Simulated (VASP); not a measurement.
Here is a VASP 6.6.1 calculation.

File INCAR:

```
SYSTEM = AlN
PREC = Accurate
ENCUT = 520
EDIFF = 1E-8
ISMEAR = -1
SIGMA = 0.02
LREAL = .FALSE.
LASPH = .TRUE.
NELM = 120
ALGO = Normal
ISIF = 2
LWAVE = .FALSE.
LCHARG = .FALSE.
LEFG = .TRUE.
NBANDS = 11
GGA_COMPAT = .FALSE.
```

KPOINTS

```
regular mesh
0
G
  10 10 10
  0 0 0
```

The input POSCAR:

```
AlN
1.0
    0.0000000000      1.9780000000      2.0373400000
    1.9780000000      0.0000000000      2.0373400000
    1.9780000000      1.9780000000      0.0000000000
Al N
1 1
Direct
    0.0000000000      0.0000000000      0.0000000000
    0.5000000000      0.5000000000      0.5000000000
```

Potentials or basis: VASP PAW LDA potentials, release 64 (Al, N).

Command:

```sh
$ cat potpaw_LDA.64/Al/POTCAR potpaw_LDA.64/N/POTCAR > POTCAR
$ mpirun -np 1 vasp_std > vasp.out
```

Question: What does it give for the band gap on the k mesh?

Answer: 4.59 eV (least direct gap 6.15 eV).

Question: What does it give for the pressure?

Answer: 4.5 GPa.

Electric field gradients, principal values (V/Å²):
| atom | least | middle | greatest (by size) |
| --- | --- | --- | --- |
| 1 Al | -5.815 | -5.815 | 11.629 |
| 2 N | -1.965 | -1.966 | 3.931 |

Caveat: the cell differs from its parent crystal (zz strain of +3 %); the cell stands under pressure; without QUAD_EFG the Cq values of the log hold for a quadrupole moment of 1 mb, not for the nuclei. A k mesh can miss the band edges.
